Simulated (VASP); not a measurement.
# Ti (P6_3/mmc) in VASP: further runs

Runs on Ti. Level: r2SCAN. Tasks: single point.

All numbers are computed with VASP 6.6.1; they aren't measurements. Logs are shortened: lines on timing, memory, paths and dates and some standing lists are left out, and cuts for length are marked.

## (1) The cell of the first run

Symmetry: P6_3/mmc, No. 194, hexagonal system. The conventional cell has a = 2.834 Å, b = 2.834 Å, c = 4.477 Å, α = 90.00°, β = 90.00°, γ = 120.00°. Ti (site symmetry -6m2) has 12 Ti at 2.77 to 2.83 Å within 3.7 Å.

## (2) Single point, r2SCAN

Contents of POSCAR:

```
Ti
1.0
    2.8336293725      0.0000000000      0.0000000000
   -1.4168146862      2.4539950215      0.0000000000
    0.0000000000      0.0000000000      4.4767196899
Ti
2
Direct
    0.3333333333      0.6666666667      0.2500000000
    0.6666666667      0.3333333333      0.7500000000
```

Contents of INCAR.step1:

```
SYSTEM = Ti
ALGO     = Normal         ! electronic algorithm
EDIFF    = 1E-4           ! SCF threshold, eV
ENCUT    = 520            ! plane-wave cutoff, eV
GGA      = PE             ! functional
ISMEAR   = -1             ! smearing method
LASPH    = .True.         ! aspherical terms in the spheres
LCHARG   = .False.        ! write CHGCAR
LREAL    = .False.        ! projectors in reciprocal space
LWAVE    = .True.         ! write WAVECAR
NBANDS   = 19             ! bands
NELM     = 60             ! most SCF steps
PREC     = Accurate       ! precision mode
SIGMA    = 0.1            ! smearing width, eV
```

Contents of INCAR.step2:

```
SYSTEM = Ti
ALGO     = Normal         ! electronic algorithm
EDIFF    = 1E-6           ! SCF threshold, eV
ENCUT    = 520            ! plane-wave cutoff, eV
ISIF     = 2              ! what is computed and relaxed
ISMEAR   = -1             ! smearing method
ISTART   = 1            
LASPH    = .True.         ! aspherical terms in the spheres
LCHARG   = .True.         ! write CHGCAR
LELF     = .True.         ! ELF
LMIXTAU  = .True.       
LREAL    = .False.        ! projectors in reciprocal space
LVHAR    = .True.       
LWAVE    = .False.        ! write WAVECAR
METAGGA  = R2SCAN         ! meta-GGA
NBANDS   = 19             ! bands
NELM     = 60             ! most SCF steps
PREC     = Accurate       ! precision mode
SIGMA    = 0.1            ! smearing width, eV
```

Contents of KPOINTS:

```
k-points
0
Gamma
  18 18 10
  0 0 0
```

Potentials or basis: VASP PAW PBE potentials, release 64 (Ti_sv).

Started as:

```sh
$ cat potpaw_PBE.64/Ti_sv/POTCAR > POTCAR
$ cp INCAR.step1 INCAR
$ mpirun -np 1 vasp_std > vasp.out
$ cp INCAR.step2 INCAR
$ mpirun -np 1 vasp_std > vasp.out
```

OUTCAR:

```text
SYSTEM = Ti
   EDIFF = 1E-6
   ENCUT = 520
   ISIF = 2
   ISMEAR = -1
   ISTART = 1
   LASPH = .True.
   LREAL = .False.
   METAGGA = R2SCAN
   NELM = 60
   PREC = Accurate

 ion  position               nearest neighbor table
   1  0.333  0.667  0.250-   2 2.77   2 2.77   2 2.77   2 2.77   2 2.77   2 2.77
   2  0.667  0.333  0.750-   1 2.77   1 2.77   1 2.77   1 2.77   1 2.77   1 2.77

  LATTYP: Found a hexagonal cell.
 ALAT       =     2.8336293725
 C/A-ratio  =     1.5798536440

  Lattice vectors:

 A1 = (   2.8336293725,   0.0000000000,   0.0000000000)
 A2 = (  -1.4168146862,   2.4539950215,   0.0000000000)
 A3 = (   0.0000000000,   0.0000000000,   4.4767196899)

Analysis of symmetry for initial positions (statically):
=====================================================================
 Subroutine PRICEL returns:
 Original cell was already a primitive cell.

 Routine SETGRP: Setting up the symmetry group for a
 hexagonal supercell.

 Subroutine GETGRP returns: Found 24 space group operations
 (whereof 12 operations were pure point group operations)
 out of a pool of 24 trial point group operations.

The static configuration has the point symmetry D_3d.
 The point group associated with its full space group is D_6h.

Analysis of symmetry for dynamics (positions and initial velocities):
=====================================================================
 Subroutine PRICEL returns:
 Original cell was already a primitive cell.

 Routine SETGRP: Setting up the symmetry group for a
 hexagonal supercell.

 Subroutine GETGRP returns: Found 24 space group operations
 (whereof 12 operations were pure point group operations)
 out of a pool of 24 trial point group operations.

The dynamic configuration has the point symmetry D_3d.
 The point group associated with its full space group is D_6h.

 Subroutine INISYM returns: Found 24 space group operations
 (whereof 12 operations are pure point group operations),
 and found     1 'primitive' translations

----------------------------------------------------------------------------------------

                                     Primitive cell

  volume of cell :      31.1298

  direct lattice vectors                    reciprocal lattice vectors
     2.833629372  0.000000000  0.000000000     0.352904303  0.203749395  0.000000000
    -1.416814686  2.453995021  0.000000000     0.000000000  0.407498789  0.000000000
     0.000000000  0.000000000  4.476719690     0.000000000  0.000000000  0.223377846

  length of vectors
     2.833629372  2.833629372  4.476719690     0.407498789  0.407498789  0.223377846

  position of ions in fractional coordinates (direct lattice)
     0.333333333  0.666666667  0.250000000
     0.666666667  0.333333333  0.750000000

  ion indices of the primitive-cell ions
   primitive index   ion index
                 1           1
                 2           2

----------------------------------------------------------------------------------------

 KPOINTS: k-points

Automatic generation of k-mesh.
 Grid dimensions read from file:
 generate k-points for:   18   18   10

 Generating k-lattice:

  Cartesian coordinates                     Fractional coordinates (reciprocal lattice)
     0.019605795  0.011319411  0.000000000     0.055555556 -0.000000000  0.000000000
     0.000000000  0.022638822  0.000000000     0.000000000  0.055555556  0.000000000
     0.000000000  0.000000000  0.022337785     0.000000000  0.000000000  0.100000000

  Length of vectors
     0.022638822  0.022638822  0.022337785

  Shift w.r.t. Gamma in fractional coordinates (k-lattice)
     0.000000000  0.000000000  0.000000000

 Subroutine IBZKPT returns following result:
 ===========================================

 Found    222 irreducible k-points:

 Following reciprocal coordinates:
            Coordinates               Weight
  0.000000  0.000000  0.000000      1.000000
  0.055556 -0.000000  0.000000      6.000000
  0.111111 -0.000000  0.000000      6.000000
  0.166667  0.000000  0.000000      6.000000
  0.222222  0.000000  0.000000      6.000000
  0.277778 -0.000000  0.000000      6.000000
[... 16 lines left out ...]
  0.333333  0.111111  0.000000     12.000000
  0.388889  0.111111  0.000000     12.000000
 [... further k-points ...]
   k-points           NKPTS =    222   k-points in BZ     NKDIM =    222   number of bands    NBANDS=     19
   number of dos      NEDOS =    301   number of ions     NIONS =      2
   total plane-waves  NPLWV =  20736
   dimension x,y,z NGX =    24 NGY =   24 NGZ =   36
   dimension x,y,z NGXF=    48 NGYF=   48 NGZF=   72
   ions per type =               2
   NGX,Y,Z   is equivalent  to a cutoff of  14.08, 14.08, 13.37 a.u.
   NGXF,Y,Z  is equivalent  to a cutoff of  28.16, 28.16, 26.74 a.u.
 SYSTEM =  Ti
   PREC   = accura    normal or accurate (medium, high low for compatibility)
   ISTART =      1    job   : 0-new  1-cont  2-samecut
   ICHARG =      0    charge: 1-file 2-atom 10-const
   ISPIN  =      1    spin polarized calculation?
   LNONCOLLINEAR =      F non collinear calculations
   LSORBIT =      F    spin-orbit coupling
   LASPH  =      T    aspherical Exc in radial PAW
   ENCUT  =  520.0 eV  38.22 Ry    6.18 a.u.   5.27  5.27  8.32*2*pi/ulx,y,z
   NELM   =     60;   NELMIN=  2; NELMDL=  0     # of ELM steps
   EDIFF  = 0.1E-05   stopping-criterion for ELM
   LREAL  =      F    real-space projection
   EDIFFG = 0.1E-04   stopping-criterion for IOM
   NSW    =      0    number of steps for IOM
   IBRION =     -1    ionic relax: 0-MD 1-quasi-New 2-CG
   NFREE  =      0    steps in history (QN), initial steepest desc. (CG)
   ISIF   =      2    stress and relaxation
   ISYM   =      2    0-nonsym 1-usesym 2-fastsym
   POTIM  = 0.5000    time-step for ionic-motion
   TEBEG  =    0.0;   TEEND  =   0.0 temperature during run
   PSTRESS=    0.0 pullay stress
   NELECT =      24.0000    total number of electrons
   NUPDOWN=      -1.0000    fix difference up-down
   EMIN   =  10.00;   EMAX   =-10.00  energy-range for DOS
   EFERMI =   0.00;   METHOD = LEGACY
   ISMEAR =    -1;   SIGMA  =   0.10  broadening in eV -4-tet -1-fermi 0-gaus
   EFERMI_NEDOS =   21; number of points for ismear=-14 and -15
   IALGO  =     38    algorithm
   IMIX   =      4    mixing-type and parameters
     AMIX     =   0.40;   BMIX     =  1.00
     AMIX_MAG =   1.60;   BMIX_MAG =  1.00
  volume/ion in A,a.u.               =      15.56       105.04
  Fermi-wavevector in a.u.,A,eV,Ry     =   1.501135  2.836734 30.659447  2.253406
  Thomas-Fermi vector in A             =   2.612545
   LORBIT       =      0    0 simple, 1 ext, 2 COOP (PROOUT), +10 PAW based schemes
   METAGGA = R2SCAN    functional components
   LHFCALC =     F    Hartree Fock is set to
   AEXX    =    0.0000 exact exchange contribution
   IVDW    =     0    specifies the selected vdW correction
   LEPSILON=     F    determine dielectric tensor
   LRPA    =     F    only Hartree local field effects (RPA)
 non-spin polarized calculation
  energy-cutoff  :      520.00
  volume of cell :       31.13
 maximum number of plane-waves:       854
 NGX is ok and might be reduce to    24
   NGX = 11   NGY = 11   NGZ = 17

 number of electron      24.0000003 magnetization

 Free energy of the ion-electron system (eV)
  ---------------------------------------------------
  ext. energy  EPLUGINS =         0.00000000
  ---------------------------------------------------
  free energy    TOTEN  =       -25.76740533 eV

  energy without entropy =      -25.70989498  energy(sigma->0) =      -25.73865016

 E-fermi :   9.6052     XC(G=0): -12.9705

 val. band max:        9.5985079776   @ k =   0.2778   0.2778   0.3000
 cond. band min:       9.6144070309   @ k =   0.2778   0.2778   0.4000
 fundamental gap:      0.0158990533
 Fermi energy:         9.6052004627

 k-point     1 :       0.0000    0.0000    0.0000
  band No.  band energies     occupation
      1     -49.4172      2.00000
      2     -49.1932      2.00000
      3     -25.1303      2.00000
      4     -24.2029      2.00000
      5     -24.2028      2.00000
      6     -24.0829      2.00000
[... 11 lines left out ...]
     18      11.6514      0.00000
     19      13.4629      0.00000

 k-point     2 :       0.0556   -0.0000    0.0000
  band No.  band energies     occupation
      1     -49.4122      2.00000
      2     -49.1913      2.00000
      3     -25.1201      2.00000
      4     -24.2238      2.00000
      5     -24.2098      2.00000
      6     -24.0870      2.00000
[... 11 lines left out ...]
     18      11.5891      0.00000
     19      13.4980      0.00000

 k-point     3 :       0.1111   -0.0000    0.0000
  band No.  band energies     occupation
      1     -49.3978      2.00000
      2     -49.1857      2.00000
      3     -25.0903      2.00000
      4     -24.2843      2.00000
      5     -24.2296      2.00000
      6     -24.1435      2.00000
[... 11 lines left out ...]
     18      11.4309      0.00000
     19      13.5855      0.00000

 k-point     4 :       0.1667    0.0000    0.0000
  band No.  band energies     occupation
      1     -49.3753      2.00000
      2     -49.1776      2.00000
      3     -25.0428      2.00000
      4     -24.3775      2.00000
      5     -24.2590      2.00000
      6     -24.2365      2.00000
[... 11 lines left out ...]
     18      11.7358      0.00000
     19      13.6916      0.00000

 k-point     5 :       0.2222    0.0000    0.0000
  band No.  band energies     occupation
      1     -49.3467      2.00000
      2     -49.1685      2.00000
      3     -24.9805      2.00000
      4     -24.4928      2.00000
      5     -24.3470      2.00000
      6     -24.2938      2.00000
[... 11 lines left out ...]
     18      12.1305      0.00000
     19      13.7910      0.00000
[... 334 lines left out ...]
      2     -49.1577      2.00000
      3     -24.8841      2.00000
      4     -24.6108      2.00000
      5     -24.5201      2.00000
      6     -24.3260      2.00000
[... 11 lines left out ...]
     18      12.9867      0.00000
     19      13.8080      0.00000

 k-point    22 :       0.2778    0.1111    0.0000
  band No.  band energies     occupation
      1     -49.2740      2.00000
      2     -49.1527      2.00000
      3     -24.8082      2.00000
      4     -24.7193      2.00000
      5     -24.5913      2.00000
      6     -24.3783      2.00000
[... 11 lines left out ...]
     18      13.5474      0.00000
     19      13.8479      0.00000

 k-point    23 :       0.3333    0.1111    0.0000
  band No.  band energies     occupation
      1     -49.2464      2.00000
      2     -49.1512      2.00000
      3     -24.8076      2.00000
      4     -24.7345      2.00000
      5     -24.6485      2.00000
      6     -24.4206      2.00000
[... 11 lines left out ...]
     18      13.8745      0.00000
     19      14.1230      0.00000

 k-point    24 :       0.3889    0.1111    0.0000
  band No.  band energies     occupation
      1     -49.2258      2.00000
      2     -49.1526      2.00000
      3     -24.8650      2.00000
      4     -24.6857      2.00000
      5     -24.6749      2.00000
      6     -24.4479      2.00000
[... 11 lines left out ...]
     18      13.8893      0.00000
     19      14.6900      0.00000

 [... further k-points ...]
[... 5 lines left out ...]
  --------------------------------------------------------------------------------------
  -------------------------------------------------------------------------------------
  Total        3.0045397      3.0045397      3.0074565      0.0000000     -0.0000000      0.0000000
  in kB      154.6364610    154.6364610    154.7865810      0.0000000     -0.0000000      0.0000000
  external PRESSURE =     154.6865010 kB  Pullay stress =       0.0000000 kB

 VOLUME and BASIS-vectors are now :
 -----------------------------------------------------------------------------
  energy-cutoff  :      520.00
  volume of cell :       31.13
      direct lattice vectors                 reciprocal lattice vectors
     2.833629372  0.000000000  0.000000000     0.352904303  0.203749395  0.000000000
    -1.416814686  2.453995021  0.000000000     0.000000000  0.407498789  0.000000000
     0.000000000  0.000000000  4.476719690     0.000000000  0.000000000  0.223377846

 POSITION                                       TOTAL-FORCE (eV/Angst)
 -----------------------------------------------------------------------------------
     -0.00000      1.63600      1.11918         0.000000      0.000000      0.000000
      1.41681      0.81800      3.35754        -0.000000      0.000000      0.000000
 -----------------------------------------------------------------------------------
    total drift:                               -0.000000      0.000000     -0.000000

  FREE ENERGIE OF THE ION-ELECTRON SYSTEM (eV)
  ---------------------------------------------------
  free  energy   TOTEN  =       -25.7674053314 eV

  energy  without entropy=      -25.7098949826  energy(sigma->0) =      -25.73865016
```

It took 3 min on 1 thread of Intel Xeon 6975P-C (Granite Rapids), shared host; peak memory 0.24 GiB.

Results:

```
Free energy            : -25.7674 eV
Pressure               : 15.5 GPa
Band gap on the k mesh : zero (bands 12 and 13 overlap by 1.30 eV)
```

Caveat: the cell stands under pressure; the PAW data sets were made with another functional, which shifts forces and pressure a little.

[end of part 1 of 2]
